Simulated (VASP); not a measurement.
# Zn (P6/mmm) in VASP: a series of runs

Runs on Zn. Level: PBE. Tasks: relaxation of cell and atoms.

Everything below comes from runs of VASP 6.6.1. Logs are shortened: lines on timing, memory, paths and dates and some standing lists are left out, and cuts for length are marked.

## Step 1: The cell of the first run

The structure is hexagonal, space group P6/mmm (No. 191). The conventional cell has a = 3.727 Å, b = 3.727 Å, c = 2.311 Å, α = 90.00°, β = 90.00°, γ = 120.00°. Zn (site symmetry 6/mmm) has 14 Zn at 2.31 to 2.44 Å within 3.1 Å. Within 2.8 Å of Zn (site symmetry -6m2) lie 11 Zn at 2.15 to 2.44 Å.

## Step 2: Relaxation of cell and atoms, PBE, target pressure 120 GPa, at which the enthalpy is minimised

Contents of INCAR:

```
SYSTEM = Zn
PREC = Accurate
ENCUT = 600
EDIFF = 1E-6
ISMEAR = -1
SIGMA = 0.1
LREAL = .False.
LASPH = .True.
NELM = 60
ALGO = Normal
ISIF = 3
LWAVE = .False.
LCHARG = .False.
GGA = PE
IBRION = 2
NSW = 60
EDIFFG = -0.005
PSTRESS = 1200.0
```

Contents of KPOINTS:

```
Automatic mesh
0
Gamma
  10 10 13
  0 0 0
```

Contents of POSCAR:

```
Zn
1.0
    3.7274272155      0.0000000000      0.0000000000
   -1.8637136077      3.2280466594      0.0000000000
    0.0000000000      0.0000000000      2.3110048736
Zn
3
Direct
    0.0000000000      0.0000000000      0.0000000000
    0.3333333333      0.6666666667      0.5000000000
    0.6666666667      0.3333333333      0.5000000000
```

Potentials or basis: VASP PAW PBE potentials, release 64 (Zn).

On the command line:

```
> cat potpaw_PBE.64/Zn/POTCAR > POTCAR
> mpirun -np 1 vasp_std > vasp.out
```

OUTCAR:

```text
SYSTEM = Zn
   PREC = Accurate
   ENCUT = 600
   EDIFF = 1E-6
   ISMEAR = -1
   LREAL = .False.
   LASPH = .True.
   NELM = 60
   ISIF = 3
   GGA = PE
   IBRION = 2
   NSW = 60
   EDIFFG = -0.005
   PSTRESS = 1200.0

 ion  position               nearest neighbor table
   1  0.000  0.000  0.000-   2 2.44   3 2.44   2 2.44   3 2.44   2 2.44   2 2.44   3 2.44   3 2.44
                             3 2.44   3 2.44   2 2.44   2 2.44
   2  0.333  0.667  0.500-   3 2.15   3 2.15   3 2.15   1 2.44   1 2.44   1 2.44   1 2.44   1 2.44
                             1 2.44
   3  0.667  0.333  0.500-   2 2.15   2 2.15   2 2.15   1 2.44   1 2.44   1 2.44   1 2.44   1 2.44
                             1 2.44

  LATTYP: Found a hexagonal cell.
 ALAT       =     3.7274272155
 C/A-ratio  =     0.6200000000

  Lattice vectors:

 A1 = (   3.7274272155,   0.0000000000,   0.0000000000)
 A2 = (  -1.8637136077,   3.2280466594,   0.0000000000)
 A3 = (   0.0000000000,   0.0000000000,   2.3110048736)

Analysis of symmetry for initial positions (statically):
=====================================================================
 Subroutine PRICEL returns:
 Original cell was already a primitive cell.

 Routine SETGRP: Setting up the symmetry group for a
 hexagonal supercell.

 Subroutine GETGRP returns: Found 24 space group operations
 (whereof 24 operations were pure point group operations)
 out of a pool of 24 trial point group operations.

The static configuration has the point symmetry D_6h.

Analysis of symmetry for dynamics (positions and initial velocities):
=====================================================================
 Subroutine PRICEL returns:
 Original cell was already a primitive cell.

 Routine SETGRP: Setting up the symmetry group for a
 hexagonal supercell.

 Subroutine GETGRP returns: Found 24 space group operations
 (whereof 24 operations were pure point group operations)
 out of a pool of 24 trial point group operations.

The dynamic configuration has the point symmetry D_6h.

 Subroutine INISYM returns: Found 24 space group operations
 (whereof 24 operations are pure point group operations),
 and found     1 'primitive' translations

----------------------------------------------------------------------------------------

                                     Primitive cell

  volume of cell :      27.8067

  direct lattice vectors                    reciprocal lattice vectors
     3.727427216  0.000000000  0.000000000     0.268281563  0.154892433  0.000000000
    -1.863713608  3.228046659  0.000000000     0.000000000  0.309784865  0.000000000
     0.000000000  0.000000000  2.311004874     0.000000000  0.000000000  0.432712199

  length of vectors
     3.727427216  3.727427215  2.311004874     0.309784865  0.309784865  0.432712199

  position of ions in fractional coordinates (direct lattice)
     0.000000000  0.000000000  0.000000000
     0.333333333  0.666666667  0.500000000
     0.666666667  0.333333333  0.500000000

  ion indices of the primitive-cell ions
   primitive index   ion index
                 1           1
                 2           2
                 3           3

----------------------------------------------------------------------------------------

 KPOINTS: Automatic mesh

Automatic generation of k-mesh.
 Grid dimensions read from file:
 generate k-points for:   10   10   13

 Generating k-lattice:

  Cartesian coordinates                     Fractional coordinates (reciprocal lattice)
     0.026828156  0.015489243  0.000000000     0.100000000 -0.000000000  0.000000000
     0.000000000  0.030978487  0.000000000     0.000000000  0.100000000  0.000000000
     0.000000000  0.000000000  0.033285554     0.000000000  0.000000000  0.076923077

  Length of vectors
     0.030978487  0.030978487  0.033285554

  Shift w.r.t. Gamma in fractional coordinates (k-lattice)
     0.000000000  0.000000000  0.000000000

 Subroutine IBZKPT returns following result:
 ===========================================

 Found     98 irreducible k-points:

 Following reciprocal coordinates:
            Coordinates               Weight
  0.000000  0.000000  0.000000      1.000000
  0.100000  0.000000  0.000000      6.000000
  0.200000  0.000000  0.000000      6.000000
  0.300000  0.000000  0.000000      6.000000
  0.400000 -0.000000  0.000000      6.000000
  0.500000 -0.000000  0.000000      3.000000
[... 16 lines left out ...]
  0.300000  0.100000  0.076923     24.000000
  0.400000  0.100000  0.076923     24.000000
 [... further k-points ...]
   k-points           NKPTS =     98   k-points in BZ     NKDIM =     98   number of bands    NBANDS=     22
   number of dos      NEDOS =    301   number of ions     NIONS =      3
   total plane-waves  NPLWV =  16200
   dimension x,y,z NGX =    30 NGY =   30 NGZ =   18
   dimension x,y,z NGXF=    60 NGYF=   60 NGZF=   36
   ions per type =               3
   NGX,Y,Z   is equivalent  to a cutoff of  13.38, 13.38, 12.95 a.u.
   NGXF,Y,Z  is equivalent  to a cutoff of  26.76, 26.76, 25.90 a.u.
 SYSTEM =  Zn
   PREC   = accura    normal or accurate (medium, high low for compatibility)
   ISTART =      0    job   : 0-new  1-cont  2-samecut
   ICHARG =      2    charge: 1-file 2-atom 10-const
   ISPIN  =      1    spin polarized calculation?
   LNONCOLLINEAR =      F non collinear calculations
   LSORBIT =      F    spin-orbit coupling
   LASPH  =      T    aspherical Exc in radial PAW
   ENCUT  =  600.0 eV  44.10 Ry    6.64 a.u.   7.44  7.44  4.62*2*pi/ulx,y,z
   NELM   =     60;   NELMIN=  2; NELMDL= -5     # of ELM steps
   EDIFF  = 0.1E-05   stopping-criterion for ELM
   LREAL  =      F    real-space projection
   EDIFFG = -.5E-02   stopping-criterion for IOM
   NSW    =     60    number of steps for IOM
   IBRION =      2    ionic relax: 0-MD 1-quasi-New 2-CG
   NFREE  =      1    steps in history (QN), initial steepest desc. (CG)
   ISIF   =      3    stress and relaxation
   ISYM   =      2    0-nonsym 1-usesym 2-fastsym
   POTIM  = 0.5000    time-step for ionic-motion
   TEBEG  =    0.0;   TEEND  =   0.0 temperature during run
   PSTRESS= 1200.0 pullay stress
   NELECT =      36.0000    total number of electrons
   NUPDOWN=      -1.0000    fix difference up-down
   EMIN   =  10.00;   EMAX   =-10.00  energy-range for DOS
   EFERMI =   0.00;   METHOD = LEGACY
   ISMEAR =    -1;   SIGMA  =   0.10  broadening in eV -4-tet -1-fermi 0-gaus
   EFERMI_NEDOS =   21; number of points for ismear=-14 and -15
   IALGO  =     38    algorithm
   IMIX   =      4    mixing-type and parameters
     AMIX     =   0.40;   BMIX     =  1.00
     AMIX_MAG =   1.60;   BMIX_MAG =  1.00
  volume/ion in A,a.u.               =       9.27        62.55
  Fermi-wavevector in a.u.,A,eV,Ry     =   1.784264  3.371770 43.315469  3.183597
  Thomas-Fermi vector in A             =   2.848285
   LORBIT       =      0    0 simple, 1 ext, 2 COOP (PROOUT), +10 PAW based schemes
   GGA     = PE    functional components
   LHFCALC =     F    Hartree Fock is set to
   AEXX    =    0.0000 exact exchange contribution
   IVDW    =     0    specifies the selected vdW correction
   LEPSILON=     F    determine dielectric tensor
   LRPA    =     F    only Hartree local field effects (RPA)
 conjugate gradient relaxation of ions
 non-spin polarized calculation
  energy-cutoff  :      600.00
  volume of cell :       27.81
 maximum number of plane-waves:       941
 NGX is ok and might be reduce to    30
   NGX = 15   NGY = 15   NGZ =  9

--------------------------------------- Ionic step        1  -------------------------------------------

 number of electron      35.9999956 magnetization

 Free energy of the ion-electron system (eV)
  ---------------------------------------------------
  ext. energy  EPLUGINS =         0.00000000
  ---------------------------------------------------
  free energy    TOTEN  =         1.51277661 eV

  energy without entropy =        1.53224987  energy(sigma->0) =        1.52251324

------------------------ aborting loop because EDIFF is reached ----------------------------------------

  FORCE on cell =-STRESS in cart. coord.  units (eV):
  Direction    XX          YY          ZZ          XY          YZ          ZX
  --------------------------------------------------------------------------------------
  -------------------------------------------------------------------------------------
  Total       23.1019550     23.1019550     21.3765275      0.0000000      0.0000000     -0.0000000
  in kB     1331.0963096   1331.0963096   1231.6800389      0.0000000      0.0000000     -0.0000000
  external PRESSURE =      97.9575527 kB  Pullay stress =    1200.0000000 kB
[... 96 lines left out ...]
  FREE ENERGIE OF THE ION-ELECTRON SYSTEM (eV)
  ---------------------------------------------------
  free  energy   TOTEN  =         1.0583110667 eV

  energy  without entropy=        1.0773775005  energy(sigma->0) =        1.06784428

  enthalpy is  TOTEN    =        22.3187754987 eV   P V=       21.2604644319

[... ionic steps 4 to 7 ...]

--------------------------------------- Ionic step        8  -------------------------------------------

 number of electron      35.9999999 magnetization

------------------------ aborting loop because EDIFF is reached ----------------------------------------

  FORCE on cell =-STRESS in cart. coord.  units (eV):
  Direction    XX          YY          ZZ          XY          YZ          ZX
  --------------------------------------------------------------------------------------
  -------------------------------------------------------------------------------------
  Total       21.2065724     21.2065724     21.1929526      0.0000000      0.0000000      0.0000000
  in kB     1201.2189452   1201.2189452   1200.4474675      0.0000000      0.0000000      0.0000000
  external PRESSURE =       0.9617859 kB  Pullay stress =    1200.0000000 kB
[... 63 lines left out ...]
  enthalpy is  TOTEN    =        22.3125471468 eV   P V=       21.1876882274

--------------------------------------- Ionic step       10  -------------------------------------------

 number of electron      35.9999999 magnetization

 Free energy of the ion-electron system (eV)
  ---------------------------------------------------
  ext. energy  EPLUGINS =         0.00000000
  ---------------------------------------------------
  free energy    TOTEN  =         1.12584499 eV

  energy without entropy =        1.14468622  energy(sigma->0) =        1.13526560

 E-fermi :   8.3420     XC(G=0): -14.3107

 val. band max:        8.3049869305   @ k =   0.2000   0.0000   0.3846
 cond. band min:       8.4110188489   @ k =   0.1000   0.0000   0.2308
 fundamental gap:      0.1060319184
 Fermi energy:         8.3420487671

 k-point     1 :       0.0000    0.0000    0.0000
  band No.  band energies     occupation
      1      -7.5197      2.00000
      2      -3.6467      2.00000
      3      -2.5001      2.00000
      4      -2.5001      2.00000
      5      -2.4705      2.00000
      6      -2.4088      2.00000
[... 574 lines left out ...]
      6      -2.6247      2.00000
[... 14 lines left out ...]
     21      19.2020      0.00000
     22      20.4201      0.00000

 [... further k-points ...]
[... 5 lines left out ...]
  --------------------------------------------------------------------------------------
  -------------------------------------------------------------------------------------
  Total       21.1928944     21.1928944     21.1818966      0.0000000     -0.0000000      0.0000000
  in kB     1200.3507744   1200.3507744   1199.7278623      0.0000000     -0.0000000      0.0000000
  external PRESSURE =       0.1431370 kB  Pullay stress =    1200.0000000 kB
[... 18 lines left out ...]
  FREE ENERGIE OF THE ION-ELECTRON SYSTEM (eV)
  ---------------------------------------------------
  free  energy   TOTEN  =         1.1258449864 eV

  energy  without entropy=        1.1446862209  energy(sigma->0) =        1.13526560

  enthalpy is  TOTEN    =        22.3125463050 eV   P V=       21.1867013186

 reached required accuracy - stopping structural energy minimisation
```

It took 4.5 min on 1 thread of Intel Xeon Platinum 8375C at 2.90GHz (Ice Lake), shared host; peak memory 0.18 GiB.

Results:

* Free energy: 1.1258 eV
* Relaxed volume: 9.43 Å³/atom
* Relaxed cell: a = 3.776 Å, b = 3.776 Å, c = 2.291 Å, α = 90.00°, β = 90.00°, γ = 120.00°
* Space group after relaxing (to 0.05 Å): P6/mmm (No. 191)
* Energy change on relaxing (the enthalpy is what falls): -129.0 meV/atom
* Ionic steps: 10
* Pressure after relaxing: 120.0 GPa
* Band gap on the k mesh: zero (band 18 reaches 13.04 eV, above the bottom of band 19 at 7.54 eV)

The path:
| step | energy change (eV) | largest force (eV/Å) | pressure (GPa) | volume (Å³) |
| --- | --- | --- | --- | --- |
| 1 | 0.0000 | 0.0000 | 129.80 | 27.81 |
| 2 | -1.5882 | 0.0000 | 89.17 | 30.14 |
| 3 | -0.4545 | 0.0000 | 118.51 | 28.39 |
| 4 | -0.3810 | 0.0000 | 120.06 | 28.28 |
| 5 | -0.3928 | 0.0000 | 119.66 | 28.30 |
| 6 | -0.3942 | 0.0000 | 119.73 | 28.30 |
| 7 | -0.3568 | 0.0000 | 120.52 | 28.25 |
| 8 | -0.3853 | 0.0000 | 120.10 | 28.29 |
| 9 | -0.3879 | 0.0000 | 119.92 | 28.29 |
| 10 | -0.3869 | 0.0000 | 120.01 | 28.29 |

Final structure:
```cif
data_structure
_symmetry_space_group_name_H-M 'P 1'
_symmetry_Int_Tables_number 1
_cell_length_a 3.7760
_cell_length_b 3.7760
_cell_length_c 2.2909
_cell_angle_alpha 90.000
_cell_angle_beta 90.000
_cell_angle_gamma 120.000
_cell_volume 28.29
loop_
_atom_site_label
_atom_site_type_symbol
_atom_site_fract_x
_atom_site_fract_y
_atom_site_fract_z
_atom_site_occupancy
Zn1 Zn 0.00000 0.00000 0.00000 1
Zn2 Zn 0.33333 0.66667 0.50000 1
Zn3 Zn 0.66667 0.33333 0.50000 1
```

Levels at points of the mesh, in eV from the Fermi level:
| k point | band 14 | band 15 | band 16 | band 17 | band 18 | band 19 | band 20 | band 21 | band 22 |
| --- | --- | --- | --- | --- | --- | --- | --- | --- | --- |
| (0.00, 0.00, 0.00) | -9.68 | -8.78 | -8.78 | -0.09 | -0.09 | -0.09 | -0.09 | 2.44 | 2.57 |
| (0.50, 0.00, 0.00) | -9.02 | -9.01 | -8.72 | -8.65 | -5.84 | -0.45 | 10.83 | 10.85 | 11.65 |

Caveat: the cell is relaxed towards a set pressure, so the enthalpy falls and the energy may rise.

## Step 3: Relaxation of cell and atoms, PBE, target pressure 120 GPa, at which the enthalpy is minimised

This run uses another cell than the first one, of 9.39 Å³/atom, 1.013 times its volume.

Contents of INCAR:

```
  PREC = Accurate
  ENCUT = 600
  EDIFF = 1E-6
  ISMEAR = -1
  SIGMA = 0.1
  LREAL = False
  LASPH = True
  NELM = 100
  ALGO = Normal
  ISIF = 3
  LWAVE = False
  LCHARG = False
  GGA = PE
  IBRION = 2
  NSW = 32
  EDIFFG = -0.005
  PSTRESS = 1200.0
```

Contents of KPOINTS:

```
regular mesh
0
Gamma
  10 10 13
```

Contents of POSCAR:

```
Zn
1.0
    3.7710686044      0.0000000000      0.0000000000
   -1.8855343022      3.2658412109      0.0000000000
    0.0000000000      0.0000000000      2.2881611839
Zn
3
Direct
    0.0000000000      0.0000000000      0.0000000000
    0.3333333333      0.6666666667      0.5000000000
    0.6666666667      0.3333333333      0.5000000000
```

Potentials or basis: VASP PAW PBE potentials, release 64 (Zn).

On the command line:

```
> cat potpaw_PBE.64/Zn/POTCAR > POTCAR
> mpirun -np 1 vasp_std > vasp.out
```

Run time: 2.4 min. Hardware: 1 thread of Intel Xeon Platinum 8375C at 2.90GHz (Ice Lake), shared host; peak memory 0.18 GiB.

Results (log left out):

```
Free energy                                            : 1.1317 eV
Relaxed volume                                         : 9.43 Å³/atom
Relaxed cell                                           : a = 3.776 Å, b = 3.776 Å, c = 2.291 Å, α = 90.00°, β = 90.00°, γ = 120.00°
Space group after relaxing (to 0.05 Å)                 : P6/mmm (No. 191)
Energy change on relaxing (the enthalpy is what falls) : -24.9 meV/atom
Ionic steps                                            : 5
Pressure after relaxing                                : 120.0 GPa
Band gap on the k mesh                                 : zero (band 18 reaches 13.04 eV, above the bottom of band 19 at 7.54 eV)
```

Stress tensor (GPa, compression positive):
```
120.01   0.00   0.00
  0.00 120.01   0.00
  0.00   0.00 119.92
```

Step by step:
| step | energy change (eV) | largest force (eV/Å) | pressure (GPa) | volume (Å³) |
| --- | --- | --- | --- | --- |
| 1 | 0.0000 | 0.0000 | 121.93 | 28.18 |
| 2 | -0.3408 | 0.0000 | 113.27 | 28.64 |
| 3 | -0.0765 | 0.0000 | 119.90 | 28.28 |
| 4 | -0.0726 | 0.0000 | 120.12 | 28.28 |
| 5 | -0.0747 | 0.0000 | 119.98 | 28.28 |

Final structure:
```yaml
crystal:
  lattice:
    - [3.77560, 0.00000, 0.00000]
    - [-1.88780, 3.26976, 0.00000]
    - [0.00000, 0.00000, 2.29069]
  atoms:
    - { symbol: Zn, position: [0.00000, 0.00000, 0.00000] }
    - { symbol: Zn, position: [0.33333, 0.66667, 0.50000] }
    - { symbol: Zn, position: [0.66667, 0.33333, 0.50000] }
```

Levels at points of the mesh, in eV from the Fermi level:
```tsv
k point	band 16	band 17	band 18	band 19	band 20	band 21
(0.00, 0.00, 0.00)	-8.78	-0.10	-0.10	-0.09	-0.09	2.44
(0.50, 0.00, 0.00)	-8.73	-8.65	-5.84	-0.45	10.83	10.85
```

Caveat: the cell is relaxed towards a set pressure, so the enthalpy falls and the energy may rise.

[end of part 1 of 2]
